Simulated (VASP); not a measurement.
# AlGa3N4 (R3m) in VASP: further runs, part 2 of 2

VASP 6.6.1.

## 3. Single point, LDA

Input file INCAR:

```
  PREC = Accurate
  ENCUT = 520
  EDIFF = 1E-6
  ISMEAR = 0
  SIGMA = 0.05
  LREAL = F
  LASPH = T
  NELM = 80
  ALGO = Normal
  ISIF = 2
  LWAVE = F
  LCHARG = T
  LELF = T
  LVHAR = T
  NBANDS = 41
```

Input file KPOINTS:

```
regular mesh
0
Gamma
  6 6 6
```

Input file POSCAR:

```
AlGa3N4
1.0
    4.5595547306     -0.0515716627     -0.0515716627
   -0.0515716627      4.5595547306     -0.0515716627
   -0.0515716627     -0.0515716627      4.5595547306
Al Ga N
1 3 4
Direct
    0.0000000000      0.0000000000      0.0000000000
    0.5000000000      0.5000000000      0.0000000000
    0.5000000000      0.0000000000      0.5000000000
    0.0000000000      0.5000000000      0.5000000000
    0.7548078379      0.7548078379      0.2451921621
    0.7548078379      0.2451921621      0.7548078379
    0.2451921621      0.7548078379      0.7548078379
    0.2451921621      0.2451921621      0.2451921621
```

Potentials or basis: VASP PAW LDA potentials, release 64 (Al, Ga_d, N).

On the command line:

```sh
> cat potpaw_LDA.64/Al/POTCAR potpaw_LDA.64/Ga_d/POTCAR potpaw_LDA.64/N/POTCAR > POTCAR
> mpirun -np 1 vasp_std > vasp.out
```

OUTCAR:

```text
PREC = Accurate
   ENCUT = 520
   EDIFF = 1E-6
   ISMEAR = 0
   LREAL = F
   LASPH = T
   NELM = 80
   ISIF = 2

 ion  position               nearest neighbor table
   1  0.000  0.000  0.000-   8 1.89   7 1.95   6 1.95   5 1.95
   2  0.500  0.500  0.000-   5 1.94   8 2.00   7 2.00   6 2.00
   3  0.500  0.000  0.500-   6 1.94   8 2.00   7 2.00   5 2.00
   4  0.000  0.500  0.500-   7 1.94   8 2.00   5 2.00   6 2.00
   5  0.755  0.755  0.245-   2 1.94   1 1.95   3 2.00   4 2.00
   6  0.755  0.245  0.755-   3 1.94   1 1.95   2 2.00   4 2.00
   7  0.245  0.755  0.755-   4 1.94   1 1.95   3 2.00   2 2.00
   8  0.245  0.245  0.245-   1 1.89   2 2.00   3 2.00   4 2.00

  LATTYP: Found a trigonal (rhomboedric) cell.
 ALAT       =     4.5601380038
 COS(alpha) =    -0.0224876740

  Lattice vectors:

 A1 = (   4.5595547306,  -0.0515716627,  -0.0515716627)
 A2 = (  -0.0515716627,   4.5595547306,  -0.0515716627)
 A3 = (  -0.0515716627,  -0.0515716627,   4.5595547306)

Analysis of symmetry for initial positions (statically):
=====================================================================
 Subroutine PRICEL returns:
 Original cell was already a primitive cell.

 Routine SETGRP: Setting up the symmetry group for a
 trigonal (rhombohedral) supercell.

 Subroutine GETGRP returns: Found  6 space group operations
 (whereof  6 operations were pure point group operations)
 out of a pool of 12 trial point group operations.

The static configuration has the point symmetry C_3v.

Analysis of symmetry for dynamics (positions and initial velocities):
=====================================================================
 Subroutine PRICEL returns:
 Original cell was already a primitive cell.

 Routine SETGRP: Setting up the symmetry group for a
 trigonal (rhombohedral) supercell.

[... 139 lines left out ...]
  Thomas-Fermi vector in A             =   2.542085
   LORBIT       =      0    0 simple, 1 ext, 2 COOP (PROOUT), +10 PAW based schemes
   GGA     = CA    functional components
   LHFCALC =     F    Hartree Fock is set to
   AEXX    =    0.0000 exact exchange contribution
   IVDW    =     0    specifies the selected vdW correction
   LEPSILON=     F    determine dielectric tensor
   LRPA    =     F    only Hartree local field effects (RPA)
 non-spin polarized calculation
 Gauss-broadening in eV      SIGMA  =   0.05
  energy-cutoff  :      520.00
  volume of cell :       94.75
 maximum number of plane-waves:      2568
 NGX is ok and might be reduce to    36
   NGX = 17   NGY = 17   NGZ = 17

 number of electron      62.0000050 magnetization

 Free energy of the ion-electron system (eV)
  ---------------------------------------------------
  ext. energy  EPLUGINS =         0.00000000
  ---------------------------------------------------
  free energy    TOTEN  =       -57.76559524 eV

  energy without entropy =      -57.76559524  energy(sigma->0) =      -57.76559524

 E-fermi :   4.9170     XC(G=0): -11.6323

 val. band max:        4.6403843966   @ k =   0.0000   0.0000   0.0000
 cond. band min:       6.4958614436   @ k =   0.0000   0.0000   0.0000
 fundamental gap:      1.8554770470
 Fermi energy:         4.9170151180

 k-point     1 :       0.0000    0.0000    0.0000
  band No.  band energies     occupation
      1     -10.5371      2.00000
      2      -9.6632      2.00000
      3      -9.6632      2.00000
      4      -9.6045      2.00000
      5      -8.6930      2.00000
      6      -8.6830      2.00000
[... 1045 lines left out ...]
     40      14.0950      0.00000
     41      14.3395      0.00000

 [... further k-points ...]

------------------------ aborting loop because EDIFF is reached ----------------------------------------

  FORCE on cell =-STRESS in cart. coord.  units (eV):
  Direction    XX          YY          ZZ          XY          YZ          ZX
  --------------------------------------------------------------------------------------
  -------------------------------------------------------------------------------------
  Total       -8.2452632     -8.2452632     -8.2452632      2.2703079      2.2703079      2.2703079
  in kB     -139.4170133   -139.4170133   -139.4170133     38.3880473     38.3880473     38.3880473
  external PRESSURE =    -139.4170133 kB  Pullay stress =       0.0000000 kB

 VOLUME and BASIS-vectors are now :
 -----------------------------------------------------------------------------
  energy-cutoff  :      520.00
  volume of cell :       94.75
      direct lattice vectors                 reciprocal lattice vectors
     4.559554731 -0.051571663 -0.051571663     0.219376434  0.002509683  0.002509683
    -0.051571663  4.559554731 -0.051571663     0.002509683  0.219376434  0.002509683
    -0.051571663 -0.051571663  4.559554731     0.002509683  0.002509683  0.219376434

 POSITION                                       TOTAL-FORCE (eV/Angst)
 -----------------------------------------------------------------------------------
      0.00000      0.00000      0.00000        -0.143493     -0.143493     -0.143493
      2.25399      2.25399     -0.05157        -0.147042     -0.147042     -0.126897
      2.25399     -0.05157      2.25399        -0.147042     -0.126897     -0.147042
     -0.05157      2.25399      2.25399        -0.126897     -0.147042     -0.147042
      3.39002      3.39002      1.04011         0.153058      0.153058      0.108397
      3.39002      1.04011      3.39002         0.153058      0.108397      0.153058
      1.04011      3.39002      3.39002         0.108397      0.153058      0.153058
      1.09268      1.09268      1.09268         0.149961      0.149961      0.149961
 -----------------------------------------------------------------------------------
    total drift:                               -0.000080     -0.000080     -0.000080

  FREE ENERGIE OF THE ION-ELECTRON SYSTEM (eV)
  ---------------------------------------------------
  free  energy   TOTEN  =       -57.7655952446 eV

  energy  without entropy=      -57.7655952446  energy(sigma->0) =      -57.76559524
```

OSZICAR:

```text
N       E                     dE             d eps       ncg     rms          rms(c)
DAV:   1     0.618428231858E+03    0.61843E+03   -0.27973E+04  2952   0.252E+03
DAV:   2     0.465987252028E+02   -0.57183E+03   -0.53441E+03  2808   0.626E+02
DAV:   3    -0.585357493099E+02   -0.10513E+03   -0.10170E+03  2975   0.189E+02
DAV:   4    -0.658639739773E+02   -0.73282E+01   -0.72497E+01  3588   0.523E+01
DAV:   5    -0.660658355192E+02   -0.20186E+00   -0.20159E+00  3214   0.824E+00    0.152E+01
DAV:   6    -0.577603630552E+02    0.83055E+01   -0.27173E+01  4780   0.566E+01    0.464E+00
DAV:   7    -0.578919891655E+02   -0.13163E+00   -0.33750E+00  3114   0.103E+01    0.373E+00
DAV:   8    -0.578107301149E+02    0.81259E-01   -0.69219E-01  4309   0.628E+00    0.130E+00
DAV:   9    -0.577645094143E+02    0.46221E-01   -0.18025E-01  3992   0.487E+00    0.501E-01
DAV:  10    -0.577656815419E+02   -0.11721E-02   -0.17924E-02  3075   0.758E-01    0.220E-01
DAV:  11    -0.577656253731E+02    0.56169E-04   -0.29457E-03  3960   0.616E-01    0.401E-02
DAV:  12    -0.577655936122E+02    0.31761E-04   -0.41240E-04  4020   0.221E-01    0.204E-02
DAV:  13    -0.577655941447E+02   -0.53249E-06   -0.39581E-05  4808   0.670E-02    0.659E-03
DAV:  14    -0.577655952373E+02   -0.10926E-05   -0.10774E-05  2989   0.269E-02    0.175E-03
DAV:  15    -0.577655952446E+02   -0.73096E-08   -0.29874E-07  2134   0.407E-03
   1 F= -.57765595E+02 E0= -.57765595E+02  d E =-.664147E-17
```

stdout:

```text
POSCAR found type information on POSCAR AlGaN
 POSCAR found :  3 types and       8 ions
 scaLAPACK will be used
 LDA part: xc-table for (Slater(with rela. corr.)+CA(PZ))
 , standard interpolation
 POSCAR, INCAR and KPOINTS ok, starting setup
 FFT: planning ... GRIDC
 FFT: planning ... GRID_SOFT
 FFT: planning ... GRID
 WAVECAR not read
 entering main loop
```

Run time: 46 s. Hardware: 1 thread of Intel Xeon 6975P-C (Granite Rapids), shared host; peak memory 0.23 GiB.

Results:

* Free energy: -57.7656 eV
* Pressure: -13.9 GPa
* Largest force: 0.260 eV/Å
* Band gap on the k mesh: 1.86 eV, direct

Forces on the atoms (eV/Å):
```
Al  -0.143 -0.143 -0.143
Ga  -0.147 -0.147 -0.127
Ga  -0.147 -0.127 -0.147
Ga  -0.127 -0.147 -0.147
N    0.153  0.153  0.108
N    0.153  0.108  0.153
N    0.108  0.153  0.153
N    0.150  0.150  0.150
```

Levels at points of the mesh, in eV from the valence-band top:
| k point | band 28 | band 29 | band 30 | band 31 | band 32 | band 33 | band 34 | band 35 |
| --- | --- | --- | --- | --- | --- | --- | --- | --- |
| (0.00, 0.00, 0.00) | -2.24 | -0.11 | -0.11 | 0.00 | 1.86 | 3.22 | 3.24 | 3.24 |
| (0.50, 0.00, 0.00) | -1.55 | -1.36 | -1.31 | -1.11 | 4.51 | 4.59 | 5.90 | 5.92 |
| (0.50, 0.50, 0.00) | -1.01 | -1.00 | -0.91 | -0.66 | 6.03 | 6.06 | 6.25 | 6.96 |
| (0.50, 0.50, 0.50) | -0.81 | -0.69 | -0.69 | -0.68 | 4.19 | 4.46 | 4.46 | 5.70 |
